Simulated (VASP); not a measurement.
A run of VASP 6.6.1:

Contents of INCAR:

```
PREC = Accurate ; ENCUT = 520
EDIFF = 1E-6 ; ISMEAR = 0
SIGMA = 0.02 ; LREAL = Auto
LASPH = True ; NELM = 100
ALGO = Normal ; ISIF = 2
LWAVE = False ; LCHARG = False
GGA = PS ; NBANDS = 56
```

Contents of KPOINTS:

```
Automatic mesh
0
Gamma
  6 6 6
```

Contents of POSCAR:

```
Si7Ge
1.0
    0.0003995238      5.4595811579      5.4590348545
    5.4595811579      0.0003995238      5.4590348545
    5.4599806817      5.4599806817      0.0000000000
Ge Si
2 14
Direct
    0.3750239949      0.3750239949      0.3749760051
    0.3750239949      0.3750239949      0.8749760051
    0.3750313828      0.8749340216      0.3750172978
    0.3750313828      0.8749340216      0.8750172978
    0.8749340216      0.3750313828      0.3750172978
    0.8749340216      0.3750313828      0.8750172978
    0.8749835052      0.8749835052      0.3750164948
    0.8749835052      0.8749835052      0.8750164948
    0.2472919184      0.2472919184      0.2527080816
    0.2472919184      0.2472919184      0.7527080816
    0.2485260104      0.7541065420      0.2486837238
    0.2485260104      0.7541065420      0.7486837238
    0.7541065420      0.2485260104      0.2486837238
    0.7541065420      0.2485260104      0.7486837238
    0.7501026247      0.7501026247      0.2498973753
    0.7501026247      0.7501026247      0.7498973753
```

Potentials or basis: VASP PAW PBE potentials, release 64 (Ge_d, Si).

Run with:

```console
$ cat potpaw_PBE.64/Ge_d/POTCAR potpaw_PBE.64/Si/POTCAR > POTCAR
$ mpirun -np 1 vasp_std > vasp.out
```

Hardware: 1 thread of Intel(R) Xeon(R) Platinum 8488C (Sapphire Rapids), on a shared host.

Task: Estimate the wall time of this run.

Result: It took 27 min on 1 thread of Intel(R) Xeon(R) Platinum 8488C (Sapphire Rapids), on a shared host, peak memory 0.79 GiB. Counts: scf iterations 12, k points 46.
